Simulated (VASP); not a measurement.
Runs of VASP 6.6.1 on Cd. The structure is that of space group P6_3/mmc (No. 194), or close to it. The cells are those of the table. 

```csv
level,cell,k mesh,cutoff (eV),smearing,gap on the mesh (eV),pressure (GPa)
PBE,"a = 3.015, b = 3.015, c = 5.828 Å, angles 90.0, 90.0, 120.0°, 2 atoms",12 × 12 × 6,500,gaussian 0.15 eV,none,0.3
PBE,"a = 3.003, b = 3.003, c = 5.158 Å, angles 90.0, 90.0, 120.0°, 2 atoms",18 × 18 × 8,520,gaussian 0.1 eV,none,7.4
PBE,"a = 3.042, b = 3.042, c = 5.904 Å, angles 90.0, 90.0, 120.0°, 2 atoms",18 × 18 × 8,520,gaussian 0.1 eV,none,(a)
PBE,"a = 3.015, b = 3.015, c = 5.828 Å, angles 90.0, 90.0, 120.0°, 2 atoms",18 × 18 × 8,520,gaussian 0.1 eV,none,0.3
r2SCAN,"a = 2.982, b = 2.982, c = 5.624 Å, angles 90.0, 90.0, 120.0°, 2 atoms",18 × 18 × 8,520,gaussian 0.1 eV,none,0.6
```

Alike in all rows: task single point; potentials or basis VASP PAW PBE potentials, release 64 (Cd); no spin polarisation.

Q: Estimate the missing entries.

A: (a) -1.0.

Caveats: the PAW data sets were made with another functional, which shifts forces and pressure a little (some runs).

A k mesh can miss the band edges, and the runs leave out spin-orbit coupling on Cd.

A gap of «none» marks levels without a gap at the run's occupations.
